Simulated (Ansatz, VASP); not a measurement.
One calculation of Mo, two programs

Contents of POSCAR:

```
Mo
1.0
   -1.5752131668      1.5752131668      1.5752131668
    1.5752131668     -1.5752131668      1.5752131668
    1.5752131668      1.5752131668     -1.5752131668
Mo
1
Direct
    0.0000000000      0.0000000000      0.0000000000
```

File INCAR.step1:

```
SYSTEM = Mo
ALGO = Normal
EDIFF = 1E-4
ENCUT = 520
GGA = PE
ISMEAR = 0
LASPH = .True.
LCHARG = .False.
LREAL = .False.
LWAVE = .True.
NBANDS = 13
NELM = 60
PREC = Accurate
SIGMA = 0.15
```

The input INCAR.step2:

```
SYSTEM = Mo
ALGO = Normal
EDIFF = 1E-7
ENCUT = 520
ISIF = 2
ISMEAR = 0
ISTART = 1
LASPH = .True.
LCHARG = .False.
LMIXTAU = .True.
LREAL = .False.
LWAVE = .False.
METAGGA = R2SCAN
NBANDS = 13
NELM = 60
PREC = Accurate
SIGMA = 0.15
```

The input KPOINTS:

```
k-points
0
Gamma
  30 30 30
  0 0 0
```

Input for Ansatz:

```yaml
crystal:
  lattice:
    - [-1.5752131668, 1.5752131668, 1.5752131668]
    - [1.5752131668, -1.5752131668, 1.5752131668]
    - [1.5752131668, 1.5752131668, -1.5752131668]
  atoms:
    - { symbol: Mo, position: [0.0, 0.0, 0.0] }
basis:
  ecutwfc: 500
kpoints:
  mp_grid: { grid: [30, 30, 30] }
hamiltonian:
  xc: r2scan
scf:
  occupations: { method: gaussian, width: 0.15 }
output:
  forces: true
  stress: true
  eigenvalues: true
```

Alike in both runs: task single point; functional r2SCAN; k mesh 30 × 30 × 30; occupations gaussian, width 0.15 eV; no spin polarisation.

|  | VASP | Ansatz |
| --- | --- | --- |
| version | VASP 6.6.1 | Ansatz 0.2.0 |
| potentials or method | VASP PAW PBE potentials, release 64 (Mo_sv), cutoff 520 eV | scalar-relativistic, plane waves, PAW |
| valence electrons in the cell | 14 | 14 |

```tsv
	VASP	Ansatz	Ansatz less VASP
gap on the k mesh at the Fermi level (eV)	none	none	-
pressure (GPa)	1.2	0.1	-1.14
```

VASP's potentials were made for PBE, not for r2SCAN. A gap of «none» marks a metal or a gap that the smearing closes.
